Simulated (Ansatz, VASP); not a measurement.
# One calculation of NiO, two programs

```
CELL_PARAMETERS angstrom
0.00000 2.05810 2.05810
2.05810 0.00000 2.05810
2.05810 2.05810 0.00000
ATOMIC_POSITIONS crystal
Ni 0.00000 0.00000 0.00000
O 0.50000 0.50000 0.50000
```

Alike in both runs: functional PBEsol; k mesh 18 × 18 × 18; occupations gaussian, width 0.1 eV; collinear spin.

Ansatz relaxed the structure, and its values are those at the end. VASP's run is a single point on that final structure, the one shown.

```csv
,VASP,Ansatz
version,VASP 6.6.1,Ansatz 0.2.0
potentials or method,"VASP PAW PBE potentials, release 64 (Ni, O), cutoff 520 eV","scalar-relativistic, plane waves, PAW"
valence electrons in the cell,16,24
```

Ansatz gave:

- gap on the k mesh at the Fermi level (eV): none
- pressure (GPa): 0.0
- net moment per atom (μB): 0.63
- size of the moment on the site where the two differ most (μB): 1.04

Q: Which values does VASP return?

A: gap on the k mesh at the Fermi level (eV): none; pressure (GPa): -0.3; net moment per atom (μB): 0.60; size of the moment on the site where the two differ most (μB): 1.00.

VASP's potentials were made for PBE, not for PBEsol. Site moments also hang on the region over which each program counts them. A gap of «none» marks a metal or a gap that the smearing closes. With one functional, cell and mesh, what is left measures potentials, basis and numerics. VASP's potentials hold 16 valence electrons a cell and Ansatz's 24, so a difference there can come from the potentials and not from the codes.
